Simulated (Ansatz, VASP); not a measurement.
CdF2: VASP beside Ansatz

File POSCAR:

```
CdF2
1.0
    0.0000000000      2.6939990179      2.6939990179
    2.6939990179      0.0000000000      2.6939990179
    2.6939990179      2.6939990179      0.0000000000
Cd F
1 2
Direct
    0.0000000000      0.0000000000      0.0000000000
    0.2500000000      0.2500000000      0.2500000000
    0.7500000000      0.7500000000      0.7500000000
```

Contents of INCAR.step1:

```
SYSTEM = CdF2
ALGO     = Normal         ! electronic algorithm
EDIFF    = 1E-5           ! SCF threshold, eV
ENCUT    = 520            ! plane-wave cutoff, eV
GGA      = PE             ! functional
ISIF     = 2              ! what is computed and relaxed
ISMEAR   = 0              ! smearing method
LASPH    = .True.         ! aspherical terms in the spheres
LCHARG   = .False.        ! write CHGCAR
LREAL    = .False.        ! projectors in reciprocal space
LWAVE    = .True.         ! write WAVECAR
NBANDS   = 20             ! bands
NELM     = 60             ! most SCF steps
PREC     = Accurate       ! precision mode
SIGMA    = 0.05           ! smearing width, eV
```

File INCAR.step2:

```
SYSTEM = CdF2
AEXX     = 0.25           ! exact-exchange fraction
ALGO     = Normal         ! electronic algorithm
EDIFF    = 1E-6           ! SCF threshold, eV
ENCUT    = 520            ! plane-wave cutoff, eV
GGA      = PE             ! functional
HFSCREEN = 0.1            ! screening, 1/A
ISIF     = 2              ! what is computed and relaxed
ISMEAR   = 0              ! smearing method
ISTART   = 1            
LASPH    = .True.         ! aspherical terms in the spheres
LCHARG   = .False.        ! write CHGCAR
LHFCALC  = .True.         ! exact exchange
LREAL    = .False.        ! projectors in reciprocal space
LWAVE    = .False.        ! write WAVECAR
NBANDS   = 20             ! bands
NELM     = 60             ! most SCF steps
PREC     = Accurate       ! precision mode
PRECFOCK = Normal       
SIGMA    = 0.05           ! smearing width, eV
```

Contents of KPOINTS:

```
k-points
0
Gamma
  4 4 4
  0 0 0
```

Input for Ansatz:

```yaml
crystal:
  lattice:
    - [0.0, 2.6939990179, 2.6939990179]
    - [2.6939990179, 0.0, 2.6939990179]
    - [2.6939990179, 2.6939990179, 0.0]
  atoms:
    - { symbol: Cd, position: [0.0, 0.0, 0.0] }
    - { symbol: F, position: [0.25, 0.25, 0.25] }
    - { symbol: F, position: [0.75, 0.75, 0.75] }
basis:
  ecutwfc: 420
  ecutrho_ratio: 4
kpoints:
  mp_grid: { grid: [4, 4, 4] }
hamiltonian:
  xc: { preset: hse06, exx: { coeff: 0.25, omega: 0.1 } }
scf:
  occupations: { method: gaussian, width: 0.05 }
  n_extra_bands: 10
output:
  forces: true
  stress: true
  eigenvalues: true
  populations: true
  dos: { projected: true, de: 0.02 }
```

Alike in both runs: task single point; functional PBE-based screened hybrid with a share of 0.25 of exact exchange and HFSCREEN = 0.1; k mesh 4 × 4 × 4; occupations gaussian, width 0.05 eV; no spin polarisation.

|  | VASP | Ansatz |
| --- | --- | --- |
| version | VASP 6.6.1 | Ansatz 0.2.0 |
| potentials or method | VASP PAW PBE potentials, release 64 (Cd, F), cutoff 520 eV | scalar-relativistic, plane waves, PAW |
| valence electrons in the cell | 26 | 34 |

```csv
,VASP,Ansatz,Ansatz less VASP
gap on the k mesh at the Fermi level (eV),5.55,5.58,+0.035
least direct gap on the mesh (eV),6.13,6.17,+0.037
pressure (GPa),2.5,1.7,-0.79
```

VASP's potentials were made for PBE, not for PBE-based screened hybrid. With one functional, cell and mesh, what is left measures potentials, basis and numerics. VASP's potentials hold 26 valence electrons a cell and Ansatz's 34, so a difference there can come from the potentials and not from the codes. Ansatz's warnings: stress exchange threshold loose, stress scf threshold loose.

The k mesh is coarse, so the values compare programs but aren't converged.
